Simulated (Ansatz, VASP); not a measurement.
**CdS in VASP and in Ansatz**

```xyz
4
Lattice="4.0705 0.0000 0.0000 0.0000 5.7565 0.0000 0.0000 0.0000 4.0705" Properties=species:S:1:pos:R:3 pbc="T T T"
Cd    0.0000    0.0000    0.0000
Cd    2.0352    2.8782    2.0353
S     2.0352    1.4391    0.0000
S     0.0000    4.3174    2.0353
```

Alike in both runs: task single point; functional LDA; k mesh 8 × 6 × 8; occupations gaussian, width 0.02 eV; no spin polarisation.

|  | VASP | Ansatz |
| --- | --- | --- |
| version | VASP 6.6.1 | Ansatz 0.2.0 |
| potentials or method | VASP PAW LDA potentials, release 64 (Cd, S), cutoff 500 eV | scalar-relativistic, plane waves, PAW |
| valence electrons in the cell | 36 | 52 |

|  | VASP | Ansatz | Ansatz less VASP |
| --- | --- | --- | --- |
| gap on the k mesh at the Fermi level (eV) | 0.98 | 0.95 | -0.030 |
| least direct gap on the mesh (eV) | 0.98 | 0.95 | -0.030 |
| pressure (GPa) | 0.6 | 0.0 | -0.54 |

Ansatz warns that its potentials were made for another functional, while VASP's fit it. LDA's correlation is that of Perdew and Zunger in VASP and of Perdew and Wang (1992) in Ansatz. VASP's potentials hold 36 valence electrons a cell and Ansatz's 52, so a difference there can come from the potentials and not from the codes.
